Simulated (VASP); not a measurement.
Set up this calculation in VASP 6.6.1, as the native input.

| Item | Value |
| --- | --- |
| Task | single point |
| Functional | PBEsol |
| Potentials or basis | VASP PAW PBE potentials, release 64 (Ti_sv) |
| Cutoff | 520 eV |
| k mesh | 6 × 6 × 8 |
| Occupations | fermi-dirac, width 0.05 eV |
| Spin | no spin polarisation |
| Dipole correction | no |
| Further INCAR settings | ALGO = Fast; EDIFF = 1e-06; NBANDS = 25 |

The structure of Ti lies in POSCAR:

```
Ti
1.0
    4.5673748306      0.0228368742      0.0000000000
   -2.2639101021      3.9440441948      0.0000000000
    0.0000000000      0.0000000000      2.8262442700
Ti
3
Direct
    0.6666666667      0.3333333333      0.5000000000
    0.3333333333      0.6666666667      0.5000000000
    0.0000000000      0.0000000000      0.0000000000
```

These files were run (other wordings do the same):

INCAR

```
SYSTEM = Ti
PREC = Accurate ; ENCUT = 520
EDIFF = 1E-6 ; ISMEAR = -1
SIGMA = 0.05 ; LREAL = .False.
LASPH = .True. ; NELM = 80
ALGO = Fast ; ISIF = 2
LWAVE = .False. ; LCHARG = .True.
GGA = PS ; LELF = .True.
LVHAR = .True. ; NBANDS = 25
```

KPOINTS

```
regular mesh
0
Gamma
  6 6 8
  0 0 0
```

Potentials or basis: VASP PAW PBE potentials, release 64 (Ti_sv).

The run is started by

```bash
$ cat potpaw_PBE.64/Ti_sv/POTCAR > POTCAR
$ mpirun -np 1 vasp_std > vasp.out
```

It gave:

```
Pressure               : -3.9 GPa
Largest force          : 0.006 eV/Å
Band gap on the k mesh : zero (bands 18 and 19 overlap by 0.17 eV)
```

Caveat: the cell stands under tension; the PAW data sets were made with another functional, which shifts forces and pressure a little.

It took 2.8 min on 1 thread of Intel(R) Xeon(R) 6975P-C (Granite Rapids) (shared host), peak memory 0.24 GiB.
